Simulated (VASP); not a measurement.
# MgCd3Se4 (P6mm) in VASP: single point with PBE

Aim: the single point of MgCd3Se4 with PBE.

All numbers are computed with VASP 6.6.1; they aren't measurements. Logs are shortened: lines on timing, memory, paths and dates and some standing lists are left out, and cuts for length are marked.

## 1. The cell of the first run

It takes space group P6mm (No. 183, hexagonal). The conventional cell has a = 5.134 Å, b = 5.134 Å, c = 8.548 Å, α = 90.00°, β = 90.00°, γ = 120.00°. Within 4.2 Å of Mg (site symmetry 6mm) lie 12 Se at 2.96 to 4.05 Å and 7 Cd at 3.63 to 4.13 Å. Within 4.1 Å of Cd (site symmetry 6mm) lie 6 Se at 3.09 Å and 6 Cd at 3.60 Å and 1 Mg at 3.63 Å. Cd (site symmetry 3m) has 2 Se at 2.86 to 2.91 Å and 6 Cd at 2.96 to 3.60 Å within 3.8 Å. Within 3.7 Å of Se (site symmetry 3m) lie 4 Se at 2.78 to 2.96 Å and 4 Cd at 2.91 to 3.09 Å. Se (site symmetry 3m) has 4 Se at 2.78 to 2.96 Å and 1 Cd at 2.86 Å and 3 Mg at 2.96 Å within 3.7 Å.

The cell was built from a structure type or drawn by symmetry, and may not be a known phase.

## 2. Single point, PBE

INCAR reads:

```
PREC = Accurate
ENCUT = 600
EDIFF = 1E-6
ISMEAR = 0
SIGMA = 0.15
LREAL = False
LASPH = True
NELM = 120
ALGO = Normal
ISIF = 2
LWAVE = False
LCHARG = True
GGA = PE
LELF = True
LVHAR = True
NBANDS = 41
GGA_COMPAT = False
```

KPOINTS reads:

```
Automatic mesh
0
Gamma
  3 3 2
```

POSCAR reads:

```
MgCd3Se4
1.0
    5.1338562536     -0.0000000025      0.0000000000
   -2.5669281246      4.4460499362      0.0000000000
    0.0000000000      0.0000000000      8.5482942556
Mg Cd Se
1 3 4
Direct
    0.0000000000      0.0000000000      0.1342603885
    0.0000000000      0.0000000000      0.5591243853
    0.3333333333      0.6666666667      0.7982776277
    0.6666666667      0.3333333333      0.7982776277
    0.3333333333      0.6666666667      0.4579163899
    0.6666666667      0.3333333333      0.4579163899
    0.3333333333      0.6666666667      0.1323739655
    0.6666666667      0.3333333333      0.1323739655
```

Potentials or basis: VASP PAW PBE potentials, release 64 (Mg, Cd, Se).

The run is started by

```sh
> cat potpaw_PBE.64/Mg/POTCAR potpaw_PBE.64/Cd/POTCAR potpaw_PBE.64/Se/POTCAR > POTCAR
> mpirun -np 1 vasp_std > vasp.out
```

OUTCAR:

```text
PREC = Accurate
   ENCUT = 600
   EDIFF = 1E-6
   ISMEAR = 0
   LREAL = False
   LASPH = True
   NELM = 120
   ISIF = 2
   GGA = PE

 ion  position               nearest neighbor table
   1  0.000  0.000  0.134-   7 2.96   8 2.96   7 2.96   8 2.96   8 2.96   7 2.96   2 3.63
   2  0.000  0.000  0.559-   5 3.09   6 3.09   5 3.09   6 3.09   6 3.09   5 3.09   3 3.60   4 3.60
                             3 3.60   4 3.60   3 3.60   4 3.60   1 3.63
   3  0.333  0.667  0.798-   7 2.86   5 2.91   4 2.96   4 2.96   4 2.96   2 3.60   2 3.60   2 3.60

   4  0.667  0.333  0.798-   8 2.86   6 2.91   3 2.96   3 2.96   3 2.96   2 3.60   2 3.60   2 3.60

   5  0.333  0.667  0.458-   7 2.78   3 2.91   2 3.09   2 3.09   2 3.09
   6  0.667  0.333  0.458-   8 2.78   4 2.91   2 3.09   2 3.09   2 3.09
   7  0.333  0.667  0.132-   5 2.78   3 2.86   1 2.96   1 2.96   1 2.96
   8  0.667  0.333  0.132-   6 2.78   4 2.86   1 2.96   1 2.96   1 2.96

  LATTYP: Found a hexagonal cell.
 ALAT       =     5.1338562536
 C/A-ratio  =     1.6650825098

  Lattice vectors:

 A1 = (   5.1338562536,  -0.0000000025,   0.0000000000)
 A2 = (  -2.5669281246,   4.4460499362,   0.0000000000)
 A3 = (   0.0000000000,   0.0000000000,   8.5482942556)

Analysis of symmetry for initial positions (statically):
=====================================================================
 Subroutine PRICEL returns:
 Original cell was already a primitive cell.

 Routine SETGRP: Setting up the symmetry group for a
 hexagonal supercell.

 Subroutine GETGRP returns: Found 12 space group operations
 (whereof 12 operations were pure point group operations)
 out of a pool of 24 trial point group operations.

The static configuration has the point symmetry C_6v.

Analysis of symmetry for dynamics (positions and initial velocities):
=====================================================================
 Subroutine PRICEL returns:
 Original cell was already a primitive cell.

 Routine SETGRP: Setting up the symmetry group for a
 hexagonal supercell.

 Subroutine GETGRP returns: Found 12 space group operations
 (whereof 12 operations were pure point group operations)
 out of a pool of 24 trial point group operations.

The dynamic configuration has the point symmetry C_6v.

 Subroutine INISYM returns: Found 12 space group operations
 (whereof 12 operations are pure point group operations),
 and found     1 'primitive' translations

[... 93 lines left out ...]
   ISIF   =      2    stress and relaxation
   ISYM   =      2    0-nonsym 1-usesym 2-fastsym
   POTIM  = 0.5000    time-step for ionic-motion
   TEBEG  =    0.0;   TEEND  =   0.0 temperature during run
   PSTRESS=    0.0 pullay stress
   NELECT =      62.0000    total number of electrons
   NUPDOWN=      -1.0000    fix difference up-down
   EMIN   =  10.00;   EMAX   =-10.00  energy-range for DOS
   EFERMI =   0.00;   METHOD = LEGACY
   ISMEAR =     0;   SIGMA  =   0.15  broadening in eV -4-tet -1-fermi 0-gaus
   EFERMI_NEDOS =   21; number of points for ismear=-14 and -15
   IALGO  =     38    algorithm
   IMIX   =      4    mixing-type and parameters
     AMIX     =   0.40;   BMIX     =  1.00
     AMIX_MAG =   1.60;   BMIX_MAG =  1.00
  volume/ion in A,a.u.               =      24.39       164.59
  Fermi-wavevector in a.u.,A,eV,Ry     =   1.117136  2.111082 16.979987  1.247994
  Thomas-Fermi vector in A             =   2.253757
   LORBIT       =      0    0 simple, 1 ext, 2 COOP (PROOUT), +10 PAW based schemes
   GGA     = PE    functional components
   LHFCALC =     F    Hartree Fock is set to
   AEXX    =    0.0000 exact exchange contribution
   IVDW    =     0    specifies the selected vdW correction
   LEPSILON=     F    determine dielectric tensor
   LRPA    =     F    only Hartree local field effects (RPA)
 non-spin polarized calculation
 Gauss-broadening in eV      SIGMA  =   0.15
  energy-cutoff  :      600.00
  volume of cell :      195.12
 maximum number of plane-waves:      6562
 NGX is ok and might be reduce to    42
   NGX = 21   NGY = 21   NGZ = 35

 number of electron      62.0000011 magnetization

 Free energy of the ion-electron system (eV)
  ---------------------------------------------------
  ext. energy  EPLUGINS =         0.00000000
  ---------------------------------------------------
  free energy    TOTEN  =       -17.70497607 eV

  energy without entropy =      -17.68543460  energy(sigma->0) =      -17.69520533

 E-fermi :   2.9494     XC(G=0):  -9.6521

 val. band max:        2.8487045403   @ k =   0.3333  -0.0000   0.0000
 cond. band min:       3.1344331107   @ k =   0.0000   0.0000   0.5000
 fundamental gap:      0.2857285703
 Fermi energy:         2.9494307432

 k-point     1 :       0.0000    0.0000    0.0000
  band No.  band energies     occupation
      1     -11.7035      2.00000
      2     -10.5800      2.00000
      3      -9.1369      2.00000
      4      -7.9688      2.00000
      5      -5.8777      2.00000
      6      -5.7834      2.00000
[... 253 lines left out ...]
     40       9.0893      0.00000
     41       9.0893      0.00000

------------------------ aborting loop because EDIFF is reached ----------------------------------------

  FORCE on cell =-STRESS in cart. coord.  units (eV):
  Direction    XX          YY          ZZ          XY          YZ          ZX
  --------------------------------------------------------------------------------------
  -------------------------------------------------------------------------------------
  Total        0.2133088      0.2133088      0.4133412      0.0000000      0.0000000      0.0000000
  in kB        1.7515472      1.7515472      3.3940774      0.0000000      0.0000000      0.0000000
  external PRESSURE =       2.2990572 kB  Pullay stress =       0.0000000 kB

 VOLUME and BASIS-vectors are now :
 -----------------------------------------------------------------------------
  energy-cutoff  :      600.00
  volume of cell :      195.12
      direct lattice vectors                 reciprocal lattice vectors
     5.133856254 -0.000000003  0.000000000     0.194785353  0.112459376  0.000000000
    -2.566928125  4.446049936  0.000000000     0.000000000  0.224918751  0.000000000
     0.000000000  0.000000000  8.548294256     0.000000000  0.000000000  0.116982403

 POSITION                                       TOTAL-FORCE (eV/Angst)
 -----------------------------------------------------------------------------------
      0.00000      0.00000      1.14770         0.000000     -0.000000      0.011112
      0.00000      0.00000      4.77956         0.000000      0.000000      0.065515
      0.00000      2.96403      6.82391        -0.000000      0.000000     -0.019676
      2.56693      1.48202      6.82391         0.000000      0.000000     -0.019676
      0.00000      2.96403      3.91440         0.000000     -0.000000      0.032600
      2.56693      1.48202      3.91440        -0.000000      0.000000      0.032600
      0.00000      2.96403      1.13157         0.000000     -0.000000     -0.051237
      2.56693      1.48202      1.13157        -0.000000     -0.000000     -0.051237
 -----------------------------------------------------------------------------------
    total drift:                               -0.000000     -0.000000     -0.000303

  FREE ENERGIE OF THE ION-ELECTRON SYSTEM (eV)
  ---------------------------------------------------
  free  energy   TOTEN  =       -17.7049760695 eV

  energy  without entropy=      -17.6854345963  energy(sigma->0) =      -17.69520533
```

OSZICAR:

```text
N       E                     dE             d eps       ncg     rms          rms(c)
DAV:   1     0.437599819980E+03    0.43760E+03   -0.30593E+04   492   0.151E+03
DAV:   2     0.128694626809E+02   -0.42473E+03   -0.40369E+03   548   0.334E+02
DAV:   3    -0.183501312043E+02   -0.31220E+02   -0.30377E+02   573   0.848E+01
DAV:   4    -0.188325857524E+02   -0.48245E+00   -0.48019E+00   536   0.935E+00
DAV:   5    -0.188379558192E+02   -0.53701E-02   -0.53577E-02   607   0.840E-01    0.862E+00
DAV:   6    -0.177417047756E+02    0.10963E+01   -0.28727E+00   588   0.981E+00    0.620E+00
DAV:   7    -0.177262459882E+02    0.15459E-01   -0.65172E-01   551   0.295E+00    0.332E+00
DAV:   8    -0.177174091108E+02    0.88369E-02   -0.22329E-01   582   0.205E+00    0.110E+00
DAV:   9    -0.177043509273E+02    0.13058E-01   -0.82496E-02   559   0.126E+00    0.212E-01
DAV:  10    -0.177048553638E+02   -0.50444E-03   -0.99921E-03   524   0.452E-01    0.128E-01
DAV:  11    -0.177048909547E+02   -0.35591E-04   -0.51513E-04   567   0.117E-01    0.829E-02
DAV:  12    -0.177049729409E+02   -0.81986E-04   -0.20908E-04   534   0.652E-02    0.232E-02
DAV:  13    -0.177049755978E+02   -0.26568E-05   -0.39290E-05   534   0.371E-02    0.111E-02
DAV:  14    -0.177049760695E+02   -0.47172E-06   -0.40182E-06   487   0.787E-03
   1 F= -.17704976E+02 E0= -.17695205E+02  d E =-.195415E-01
```

It took 42 s on 1 thread of Intel Xeon 6975P-C (Granite Rapids), shared host; peak memory 0.36 GiB.

Results:

```yaml
Free_energy: -17.7050 eV
Pressure: 0.2 GPa
Largest_force: 0.066 eV/Å
Band_gap_on_the_k_mesh: zero (bands 31 and 32 overlap by 1.39 eV)
```

Forces on the atoms (eV/Å):
```
Mg   0.000  0.000  0.011
Cd   0.000  0.000  0.066
Cd   0.000  0.000 -0.020
Cd   0.000  0.000 -0.020
Se   0.000  0.000  0.033
Se   0.000  0.000  0.033
Se   0.000  0.000 -0.051
Se   0.000  0.000 -0.051
```

Levels at points of the mesh, in eV from the Fermi level:
| k point | band 27 | band 28 | band 29 | band 30 | band 31 | band 32 | band 33 | band 34 | band 35 | band 36 |
| --- | --- | --- | --- | --- | --- | --- | --- | --- | --- | --- |
| (0.00, 0.00, 0.00) | -2.33 | -1.97 | -1.97 | -0.95 | -0.95 | -0.65 | 0.61 | 0.93 | 2.37 | 2.37 |
| (0.00, 0.00, 0.50) | -1.91 | -1.91 | -1.05 | -1.05 | -1.01 | 0.18 | 0.66 | 1.05 | 2.66 | 2.66 |

Caveat: the k points lie up to 0.47 Å⁻¹ apart, too coarse for converged energies and pressures of a metal.
